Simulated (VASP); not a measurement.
The system is FeO (Wuestite).

```
CELL_PARAMETERS angstrom
0.00000 2.15540 2.15540
2.15540 0.00000 2.15540
2.15540 2.15540 0.00000
ATOMIC_POSITIONS crystal
Fe 0.00000 0.00000 0.00000
O 0.50000 0.50000 0.50000
```

- Program: VASP 6.6.1
- Task: relaxation of cell and atoms
- Functional: PBE
- Dispersion: D3(BJ)
- Potentials or basis: VASP PAW PBE potentials, release 64 (Fe, O)
- Cutoff: 600 eV
- k mesh: 8 × 8 × 8
- Occupations: fermi-dirac, width 0.05 eV
- Spin: collinear spin, ferromagnetic start
- Starting moments: [3.0, 0.0] μB

At the start: pressure -3.5 GPa; volume 10.01 Å³/atom.

**Question.** How do energy, volume and symmetry change on relaxing?

**Answer.** Over 3 steps the energy falls by 2.1 meV/atom and the volume is 9.82 Å³/atom (-1.9 %); space group Fm-3m (No. 225, to 0.05 Å); moment 4.00 μB per cell.

Step by step:
```
step  energy change (eV)  largest force (eV/Å)  pressure (GPa)  volume (Å³)
   1              0.0000                0.0000           -3.51        20.03
   2             -0.0023                0.0000            2.57        19.40
   3             -0.0043                0.0000            0.02        19.65
```

Final structure:
```
Fe O
1.0
     0.00000    2.14170    2.14170
     2.14170    0.00000    2.14170
     2.14170    2.14170    0.00000
Fe O
1 1
Cartesian
  0.0000 0.0000 0.0000
  2.1417 2.1417 2.1417
```

Caveat: a cell with one magnetic atom can't hold antiferromagnetic order, which such compounds often take; pairwise dispersion overbinds metals, which lowers pressure and volume.
